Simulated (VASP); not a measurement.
Here is a VASP 6.6.1 calculation.

Contents of INCAR:

```
SYSTEM = In4Sb
PREC     = Accurate       ! precision mode
ENCUT    = 520            ! plane-wave cutoff, eV
EDIFF    = 1E-6           ! SCF threshold, eV
ISMEAR   = 0              ! smearing method
SIGMA    = 0.1            ! smearing width, eV
LREAL    = .FALSE.        ! projectors in reciprocal space
LASPH    = .TRUE.         ! aspherical terms in the spheres
NELM     = 100            ! most SCF steps
ALGO     = Normal         ! electronic algorithm
ISIF     = 2              ! what is computed and relaxed
LWAVE    = .FALSE.        ! write WAVECAR
LCHARG   = .TRUE.         ! write CHGCAR
GGA      = PE             ! functional
LELF     = .TRUE.         ! ELF
LVHAR    = .TRUE.       
NBANDS   = 36             ! bands
```

The input KPOINTS:

```
Automatic mesh
0
G
  4 4 4
  0 0 0
```

Contents of POSCAR:

```
In4Sb
1.0
   -3.4877459586      3.4877459586      3.4877459586
    3.4877459586     -3.4877459586      3.4877459586
    3.4877459586      3.4877459586     -3.4877459586
In Sb
4 1
Direct
    0.5000000000      0.5000000000      0.5000000000
    0.5000000000      0.0000000000      0.0000000000
    0.0000000000      0.0000000000      0.5000000000
    0.0000000000      0.5000000000      0.0000000000
    0.0000000000      0.0000000000      0.0000000000
```

Potentials or basis: VASP PAW PBE potentials, release 64 (In_d, Sb).

Command:

```sh
$ cat potpaw_PBE.64/In_d/POTCAR potpaw_PBE.64/Sb/POTCAR > POTCAR
$ mpirun -np 1 vasp_std > vasp.out
```

Q: What does it give for the pressure?

A: 0.1 GPa.

Q: Estimate the band gap on the k mesh.

A: Zero (an odd number of electrons rules out a gap without spin polarisation).

Caveat: spin-orbit coupling is left out, which moves the levels of the heavy elements.
